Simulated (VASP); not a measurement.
# MgO (R-3m) in VASP: a series of runs, part 2 of 2

VASP 6.6.1. The steps go on from the part before.

**4. Single point, PBEsol**

This run uses another cell than the first one, of the same volume but with other edges.

Contents of INCAR:

```
PREC = Accurate
ENCUT = 520
EDIFF = 1E-6
ISMEAR = 0
SIGMA = 0.05
LREAL = False
LASPH = True
NELM = 80
ALGO = Normal
ISIF = 2
LWAVE = False
LCHARG = True
GGA = PS
LELF = True
LVHAR = True
NBANDS = 11
```

Contents of KPOINTS:

```
Automatic mesh
0
Gamma
  10 10 10
```

Contents of POSCAR:

```
MgO
1.0
    0.5204527220      2.4245480462      2.4245480462
    2.4245480462      0.5204527220      2.4245480462
    2.4245480462      2.4245480462      0.5204527220
Mg O
1 1
Direct
    0.0000000000      0.0000000000      0.0000000000
    0.5000000000      0.5000000000      0.5000000000
```

Run with:

```
cat potpaw_PBE.64/Mg/POTCAR potpaw_PBE.64/O/POTCAR > POTCAR
mpirun -np 1 vasp_std > vasp.out
```

Wall time 39 s (1 thread of Intel Xeon Platinum 8259CL at 2.50GHz (Skylake/Cascade Lake), shared host); peak memory 0.17 GiB.

The run converged. Its results:

| Quantity | Value |
| --- | --- |
| Free energy | -10.7800 eV |
| Pressure | -1.4 GPa |
| Band gap on the k mesh | 0.20 eV, direct |

Stress tensor (GPa, compression positive):
```
 -1.38 -44.62 -44.62
-44.62  -1.38 -44.62
-44.62 -44.62  -1.38
```

Levels at points of the mesh, in eV from the valence-band top:
```tsv
k point	band 2	band 3	band 4	band 5	band 6	band 7
(0.00, 0.00, 0.00)	-3.43	0.00	0.00	0.20	11.79	15.03
(0.50, 0.00, 0.00)	-5.42	-3.09	-0.97	3.81	9.24	12.92
(0.50, 0.50, 0.00)	-5.24	-3.64	-1.10	4.88	8.34	10.59
(0.50, 0.50, 0.50)	-7.36	-0.19	-0.19	6.26	8.45	19.44
```

Caveat: the PAW data sets were made with another functional, which shifts forces and pressure a little.

**5. Single point, PBEsol**

This run uses another cell than the first one, of the same volume but with other edges.

Contents of INCAR:

```
ALGO = Normal ; EDIFF = 1E-6
ENCUT = 520 ; GGA = PS
ISIF = 2 ; ISMEAR = 0
LASPH = True ; LCHARG = False
LREAL = False ; LWAVE = False
NBANDS = 11 ; NELM = 60
PREC = Accurate ; SIGMA = 0.05
```

Contents of KPOINTS:

```
k-points
0
Gamma
  10 10 10
```

Contents of POSCAR:

```
MgO
1.0
   -0.6750667324      1.8564335140      1.8564335140
    1.8564335140     -0.6750667324      1.8564335140
    1.8564335140      1.8564335140     -0.6750667324
Mg O
1 1
Direct
    0.0000000000      0.0000000000      0.0000000000
    0.5000000000      0.5000000000      0.5000000000
```

Potentials or basis: VASP PAW PBE potentials, release 64 (Mg, O).

Run with:

```
cat potpaw_PBE.64/Mg/POTCAR potpaw_PBE.64/O/POTCAR > POTCAR
mpirun -np 1 vasp_std > vasp.out
```

OUTCAR:

```text
EDIFF = 1E-6
   ENCUT = 520
   GGA = PS
   ISIF = 2
   ISMEAR = 0
   LASPH = True
   LREAL = False
   NELM = 60
   PREC = Accurate

 ion  position               nearest neighbor table
   1  0.000  0.000  0.000-   2 2.25   2 2.25   2 2.25   2 2.25   2 2.25   2 2.25   2 2.63   2 2.63

   2  0.500  0.500  0.500-   1 2.25   1 2.25   1 2.25   1 2.25   1 2.25   1 2.25   1 2.63   1 2.63

  LATTYP: Found a trigonal (rhomboedric) cell.
 ALAT       =     2.7107943258
 COS(alpha) =     0.1279069767

  Lattice vectors:

 A1 = (  -0.6750667324,   1.8564335140,   1.8564335140)
 A2 = (   1.8564335140,  -0.6750667324,   1.8564335140)
 A3 = (   1.8564335140,   1.8564335140,  -0.6750667324)

Analysis of symmetry for initial positions (statically):
=====================================================================
 Subroutine PRICEL returns:
 Original cell was already a primitive cell.

 Routine SETGRP: Setting up the symmetry group for a
 trigonal (rhombohedral) supercell.

 Subroutine GETGRP returns: Found 12 space group operations
 (whereof 12 operations were pure point group operations)
 out of a pool of 12 trial point group operations.

The static configuration has the point symmetry D_3d.

Analysis of symmetry for dynamics (positions and initial velocities):
=====================================================================
 Subroutine PRICEL returns:
 Original cell was already a primitive cell.

 Routine SETGRP: Setting up the symmetry group for a
 trigonal (rhombohedral) supercell.

 Subroutine GETGRP returns: Found 12 space group operations
 (whereof 12 operations were pure point group operations)
 out of a pool of 12 trial point group operations.

The dynamic configuration has the point symmetry D_3d.

 Subroutine INISYM returns: Found 12 space group operations
 (whereof 12 operations are pure point group operations),
 and found     1 'primitive' translations

----------------------------------------------------------------------------------------

                                     Primitive cell

  volume of cell :      19.4677

  direct lattice vectors                    reciprocal lattice vectors
    -0.675066732  1.856433514  1.856433514    -0.153619929  0.241402746  0.241402746
     1.856433514 -0.675066732  1.856433514     0.241402746 -0.153619929  0.241402746
     1.856433514  1.856433514 -0.675066732     0.241402746  0.241402746 -0.153619929

  length of vectors
     2.710794326  2.710794326  2.710794326     0.374365669  0.374365669  0.374365669

  position of ions in fractional coordinates (direct lattice)
     0.000000000  0.000000000  0.000000000
     0.500000000  0.500000000  0.500000000

  ion indices of the primitive-cell ions
   primitive index   ion index
                 1           1
                 2           2

----------------------------------------------------------------------------------------

 KPOINTS: k-points

Automatic generation of k-mesh.
 Grid dimensions read from file:
 generate k-points for:   10   10   10

 Generating k-lattice:

  Cartesian coordinates                     Fractional coordinates (reciprocal lattice)
    -0.015361993  0.024140275  0.024140275     0.100000000 -0.000000000 -0.000000000
     0.024140275 -0.015361993  0.024140275    -0.000000000  0.100000000 -0.000000000
     0.024140275  0.024140275 -0.015361993    -0.000000000 -0.000000000  0.100000000

  Length of vectors
     0.037436567  0.037436567  0.037436567

  Shift w.r.t. Gamma in fractional coordinates (k-lattice)
     0.000000000  0.000000000  0.000000000

 Subroutine IBZKPT returns following result:
 ===========================================

 Found    116 irreducible k-points:

 Following reciprocal coordinates:
            Coordinates               Weight
  0.000000  0.000000  0.000000      1.000000
  0.100000  0.000000  0.000000      6.000000
  0.200000  0.000000  0.000000      6.000000
  0.300000  0.000000  0.000000      6.000000
  0.400000  0.000000  0.000000      6.000000
  0.500000  0.000000  0.000000      3.000000
[... 16 lines left out ...]
  0.300000  0.300000  0.000000      6.000000
  0.400000  0.300000  0.000000     12.000000
 [... further k-points ...]
   k-points           NKPTS =    116   k-points in BZ     NKDIM =    116   number of bands    NBANDS=     11
   number of dos      NEDOS =    301   number of ions     NIONS =      2
   total plane-waves  NPLWV =   8000
   dimension x,y,z NGX =    20 NGY =   20 NGZ =   20
   dimension x,y,z NGXF=    40 NGYF=   40 NGZF=   40
   ions per type =               1   1
   NGX,Y,Z   is equivalent  to a cutoff of  12.27, 12.27, 12.27 a.u.
   NGXF,Y,Z  is equivalent  to a cutoff of  24.53, 24.53, 24.53 a.u.
 SYSTEM =  unknown system
   PREC   = accura    normal or accurate (medium, high low for compatibility)
   ISTART =      0    job   : 0-new  1-cont  2-samecut
   ICHARG =      2    charge: 1-file 2-atom 10-const
   ISPIN  =      1    spin polarized calculation?
   LNONCOLLINEAR =      F non collinear calculations
   LSORBIT =      F    spin-orbit coupling
   LASPH  =      T    aspherical Exc in radial PAW
   ENCUT  =  520.0 eV  38.22 Ry    6.18 a.u.   5.04  5.04  5.04*2*pi/ulx,y,z
   NELM   =     60;   NELMIN=  2; NELMDL= -5     # of ELM steps
   EDIFF  = 0.1E-05   stopping-criterion for ELM
   LREAL  =      F    real-space projection
   EDIFFG = 0.1E-04   stopping-criterion for IOM
   NSW    =      0    number of steps for IOM
   IBRION =     -1    ionic relax: 0-MD 1-quasi-New 2-CG
   NFREE  =      0    steps in history (QN), initial steepest desc. (CG)
   ISIF   =      2    stress and relaxation
   ISYM   =      2    0-nonsym 1-usesym 2-fastsym
   POTIM  = 0.5000    time-step for ionic-motion
   TEBEG  =    0.0;   TEEND  =   0.0 temperature during run
   PSTRESS=    0.0 pullay stress
   NELECT =       8.0000    total number of electrons
   NUPDOWN=      -1.0000    fix difference up-down
   EMIN   =  10.00;   EMAX   =-10.00  energy-range for DOS
   EFERMI =   0.00;   METHOD = LEGACY
   ISMEAR =     0;   SIGMA  =   0.05  broadening in eV -4-tet -1-fermi 0-gaus
   EFERMI_NEDOS =   21; number of points for ismear=-14 and -15
   IALGO  =     38    algorithm
   IMIX   =      4    mixing-type and parameters
     AMIX     =   0.40;   BMIX     =  1.00
     AMIX_MAG =   1.60;   BMIX_MAG =  1.00
  volume/ion in A,a.u.               =       9.73        65.69
  Fermi-wavevector in a.u.,A,eV,Ry     =   1.217119  2.300022 20.155386  1.481379
  Thomas-Fermi vector in A             =   2.352450
   LORBIT       =      0    0 simple, 1 ext, 2 COOP (PROOUT), +10 PAW based schemes
   GGA     = PS    functional components
   LHFCALC =     F    Hartree Fock is set to
   AEXX    =    0.0000 exact exchange contribution
   IVDW    =     0    specifies the selected vdW correction
   LEPSILON=     F    determine dielectric tensor
   LRPA    =     F    only Hartree local field effects (RPA)
 non-spin polarized calculation
 Gauss-broadening in eV      SIGMA  =   0.05
  energy-cutoff  :      520.00
  volume of cell :       19.47
 maximum number of plane-waves:       542
   NGX = 11   NGY = 11   NGZ = 11

 number of electron       7.9999993 magnetization

 Free energy of the ion-electron system (eV)
  ---------------------------------------------------
  ext. energy  EPLUGINS =         0.00000000
  ---------------------------------------------------
  free energy    TOTEN  =       -11.18019762 eV

  energy without entropy =      -11.18019762  energy(sigma->0) =      -11.18019762

 E-fermi :   4.3460     XC(G=0): -11.1966

 val. band max:        4.0230307678   @ k =   0.5000   0.5000   0.0000
 cond. band min:       6.2985714937   @ k =   0.0000   0.0000   0.0000
 fundamental gap:      2.2755407259
 Fermi energy:         4.3460247213

 k-point     1 :       0.0000    0.0000    0.0000
  band No.  band energies     occupation
      1     -13.7894      2.00000
      2       3.0217      2.00000
      3       3.0217      2.00000
      4       3.8630      2.00000
      5       6.2986      0.00000
      6      14.7732      0.00000
      7      14.7732      0.00000
      8      21.8836      0.00000
      9      24.4719      0.00000
     10      24.4719      0.00000
     11      28.0359      0.00000
[... 309 lines left out ...]
 k-point    24 :       0.4000    0.3000    0.0000
  band No.  band energies     occupation
      1     -12.3740      2.00000
      2      -0.4852      2.00000
      3       0.9931      2.00000
      4       3.8502      2.00000
      5      10.6191      0.00000
      6      12.9849      0.00000
      7      16.5982      0.00000
      8      18.6481      0.00000
      9      23.3637      0.00000
     10      24.9268      0.00000
     11      25.5815      0.00000

 [... further k-points ...]
[... 5 lines left out ...]
  --------------------------------------------------------------------------------------
  -------------------------------------------------------------------------------------
  Total       -0.9189820     -0.9189820     -0.9189820      1.0484017      1.0484017      1.0484017
  in kB      -75.6314487    -75.6314487    -75.6314487     86.2825842     86.2825842     86.2825842
  external PRESSURE =     -75.6314487 kB  Pullay stress =       0.0000000 kB

 VOLUME and BASIS-vectors are now :
 -----------------------------------------------------------------------------
  energy-cutoff  :      520.00
  volume of cell :       19.47
      direct lattice vectors                 reciprocal lattice vectors
    -0.675066732  1.856433514  1.856433514    -0.153619929  0.241402746  0.241402746
     1.856433514 -0.675066732  1.856433514     0.241402746 -0.153619929  0.241402746
     1.856433514  1.856433514 -0.675066732     0.241402746  0.241402746 -0.153619929

 POSITION                                       TOTAL-FORCE (eV/Angst)
 -----------------------------------------------------------------------------------
      0.00000      0.00000      0.00000         0.000000     -0.000000      0.000000
      1.51890      1.51890      1.51890        -0.000000      0.000000     -0.000000
 -----------------------------------------------------------------------------------
    total drift:                                0.000000     -0.000000      0.000000

  FREE ENERGIE OF THE ION-ELECTRON SYSTEM (eV)
  ---------------------------------------------------
  free  energy   TOTEN  =       -11.1801976204 eV

  energy  without entropy=      -11.1801976204  energy(sigma->0) =      -11.18019762
```

OSZICAR:

```text
N       E                     dE             d eps       ncg     rms          rms(c)
DAV:   1     0.133997488708E+02    0.13400E+02   -0.45845E+03  2984   0.647E+02
DAV:   2    -0.120732146213E+02   -0.25473E+02   -0.24612E+02  3017   0.128E+02
DAV:   3    -0.126559880545E+02   -0.58277E+00   -0.58230E+00  2987   0.169E+01
DAV:   4    -0.126572850422E+02   -0.12970E-02   -0.12970E-02  2729   0.918E-01
DAV:   5    -0.126572888423E+02   -0.38002E-05   -0.38001E-05  2974   0.498E-02    0.654E+00
DAV:   6    -0.112595650234E+02    0.13977E+01   -0.81181E+00  2639   0.149E+01    0.231E+00
DAV:   7    -0.112109901457E+02    0.48575E-01   -0.85228E-02  2825   0.238E+00    0.130E+00
DAV:   8    -0.111807448429E+02    0.30245E-01   -0.45772E-02  2669   0.205E+00    0.264E-01
DAV:   9    -0.111803845007E+02    0.36034E-03   -0.40199E-04  2906   0.149E-01    0.174E-01
DAV:  10    -0.111802003855E+02    0.18412E-03   -0.47308E-04  2696   0.187E-01    0.119E-02
DAV:  11    -0.111801977551E+02    0.26305E-05   -0.70995E-06  2807   0.148E-02    0.411E-03
DAV:  12    -0.111801976204E+02    0.13463E-06   -0.44235E-07  1480   0.458E-03
   1 F= -.11180198E+02 E0= -.11180198E+02  d E =-.637455E-22
```

stdout:

```text
POSCAR found type information on POSCAR MgO
 POSCAR found :  2 types and       2 ions
 scaLAPACK will be used
 -----------------------------------------------------------------------------
|                                                                             |
|                                                                             |
|     You enforced a specific xc type in the INCAR file but a different       |
|     I HOPE YOU KNOW WHAT YOU ARE DOING!                                     |
|                                                                             |
 -----------------------------------------------------------------------------

 LDA part: xc-table for (Slater+PW92), standard interpolation
 POSCAR, INCAR and KPOINTS ok, starting setup
 FFT: planning ... GRIDC
 FFT: planning ... GRID_SOFT
 FFT: planning ... GRID
 WAVECAR not read
 entering main loop
```

Wall time 20 s (1 thread of Intel Xeon Platinum 8259CL at 2.50GHz (Skylake/Cascade Lake), shared host); peak memory 0.14 GiB.

Results:

```
Free energy            : -11.1802 eV
Pressure               : -7.6 GPa
Band gap on the k mesh : 2.28 eV, indirect (least direct gap 2.44 eV)
```

Stress tensor (GPa, compression positive):
```
-7.56  8.63  8.63
 8.63 -7.56  8.63
 8.63  8.63 -7.56
```

Caveat: the PAW data sets were made with another functional, which shifts forces and pressure a little.

**6. Summary**

| cell | gap on the mesh (eV) | pressure (GPa) |
| --- | --- | --- |
| a = 4.151 Å, angles 33.6°, 2 atoms | none | 28.8 |
| a = 2.769 Å, angles 75.3°, 2 atoms | 2.57 | -6.4 |
| a = 3.468 Å, angles 45.7°, 2 atoms | 0.20 | -1.4 |
| a = 2.711 Å, angles 82.7°, 2 atoms | 2.28 | -7.6 |

Alike in all rows: task single point; level PBEsol; potentials or basis VASP PAW PBE potentials, release 64 (Mg, O); no spin polarisation; k mesh 10 × 10 × 10; cutoff (eV) 520; smearing gaussian 0.05 eV.

Caveats: the PAW data sets were made with another functional, which shifts forces and pressure a little.

Absolute energies hang on the potentials; compare differences alone.
